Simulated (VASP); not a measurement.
Input of a VASP 6.6.1 run:

Contents of INCAR:

```
PREC     = Accurate       # precision mode
ENCUT    = 500            # plane-wave cutoff, eV
EDIFF    = 1E-7           # SCF threshold, eV
ISMEAR   = -1             # smearing method
SIGMA    = 0.1            # smearing width, eV
LREAL    = F              # projectors in reciprocal space
LASPH    = T              # aspherical terms in the spheres
NELM     = 120            # most SCF steps
ALGO     = Normal         # electronic algorithm
ISIF     = 3              # what is computed and relaxed
LWAVE    = F              # write WAVECAR
LCHARG   = F              # write CHGCAR
GGA      = PS             # functional
IBRION   = 2              # ionic algorithm
NSW      = 60             # ionic steps
EDIFFG   = -0.01          # ionic threshold
GGA_COMPAT= F            
NELMIN   = 4
```

KPOINTS

```
Automatic mesh
0
Gamma
  7 7 7
```

The input POSCAR:

```
Au
1.0
    0.0000000000      2.8000000000      2.8000000000
    2.8000000000      0.0000000000      2.8000000000
    2.8000000000      2.8000000000      0.0000000000
Au
2
Direct
    0.0000000000      0.0000000000      0.0000000000
    0.2500000000      0.2500000000      0.2500000000
```

Potentials or basis: VASP PAW PBE potentials, release 64 (Au).

The run is started by

```sh
$ cat potpaw_PBE.64/Au/POTCAR > POTCAR
$ mpirun -np 1 vasp_std > vasp.out
```

Question: What does it give for the band gap on the k mesh?

Answer: Zero (bands 11 and 12 overlap by 0.39 eV).

Question: Predict the relaxed volume.

Answer: 27.34 Å³/atom.

Final structure:
```cif
data_structure
_symmetry_space_group_name_H-M 'P 1'
_symmetry_Int_Tables_number 1
_cell_length_a 4.2602
_cell_length_b 4.2602
_cell_length_c 4.2602
_cell_angle_alpha 60.000
_cell_angle_beta 60.000
_cell_angle_gamma 60.000
_cell_volume 54.67
loop_
_atom_site_label
_atom_site_type_symbol
_atom_site_fract_x
_atom_site_fract_y
_atom_site_fract_z
_atom_site_occupancy
Au1 Au 0.00000 0.00000 0.00000 1
Au2 Au 0.25000 0.25000 0.25000 1
```

Caveat: the volume moved by over 15 % at a fixed basis, so the end points are rough; the PAW data sets were made with another functional, which shifts forces and pressure a little; spin-orbit coupling is left out, which moves the levels of the heavy elements.
